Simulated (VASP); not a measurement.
The system is Sb.

```
Sb
1.0
     2.15420    1.24373    3.75800
    -2.15420    1.24373    3.75800
     0.00000   -2.48746    3.75800
Sb
2
Direct
  0.76651 0.76651 0.76651
  0.23349 0.23349 0.23349
```

Base run:

| Item | Value |
| --- | --- |
| Program | VASP 6.6.1 |
| Functional | r2SCAN |
| Potentials or basis | VASP PAW PBE potentials, release 64 (Sb_d_GW) |
| Cutoff | 550 eV |
| k mesh | 8 × 8 × 8 |
| Occupations | fermi-dirac, width 0.05 eV |
| Spin | no spin polarisation |

Its results: band gap on the k mesh zero (bands 15 and 16 overlap by 0.22 eV); pressure 1.6 GPa; largest force 0.007 eV/Å.

Task: After a change of settings the same cell gave: band gap on the k mesh zero (bands 15 and 16 overlap by 0.25 eV); pressure 6.9 GPa; largest force 0.142 eV/Å. Which change was it?
A. functional from r2SCAN to LDA; potentials or basis from VASP PAW PBE potentials, release 64 (Sb_d_GW) to VASP PAW LDA potentials, release 64 (Sb_d_GW); cutoff from 550 eV to 500 eV
B. functional from r2SCAN to PBE exchange alone; cutoff from 550 eV to 500 eV; occupations from fermi-dirac, width 0.05 eV to fermi-dirac, width 0.1 eV
C. functional from r2SCAN to BLYP; cutoff from 550 eV to 500 eV
D. functional from r2SCAN to PBE-based global hybrid with 50 % exact exchange; cutoff from 550 eV to 400 eV; k mesh from 8 × 8 × 8 to 4 × 4 × 4

Result: C.

Caveats: the PAW data sets were made with another functional, which shifts forces and pressure a little; spin-orbit coupling is left out, which moves the levels of the heavy elements; the cell stands under pressure (at least some runs).
